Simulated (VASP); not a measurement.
Runs of VASP 6.6.1 on Ta. The structure is that of space group Fd-3m (No. 227), or close to it. The cells are those of the table. This isn't the form of Ta at room conditions, which is bcc.

```csv
spin,cell,k mesh,gap on the mesh (eV),pressure (GPa)
off,"a = 4.251 Å, angles 60.0°, 2 atoms",10 × 10 × 10,none,(a)
off,"a = 4.021 Å, angles 60.0°, 2 atoms",10 × 10 × 10,none,13.2
off,"a = 4.357 Å, angles 60.0°, 2 atoms",10 × 10 × 10,none,(b)
"non-collinear, zero start, SOC","a = 4.196 Å, angles 60.0°, 2 atoms",9 × 9 × 9,-,0.0
off,"a = 4.196 Å, angles 60.0°, 2 atoms",9 × 9 × 9,none,0.3
```

Alike in all rows: task single point; level LDA; potentials or basis VASP PAW LDA potentials, release 64 (Ta_pv); cutoff (eV) 520; smearing fermi-dirac 0.1 eV.

Question: Fill in the values left out.

Answer: (a) -2.7; (b) -7.3.

Caveats: spin-orbit coupling is left out, which moves the levels of the heavy elements (at least some runs); the cell stands under pressure (at least some runs); the cell stands under tension (at least some runs).

A k mesh can miss the band edges, and rows without SOC leave out spin-orbit coupling on Ta.

A gap of «none» marks levels without a gap at the run's occupations.
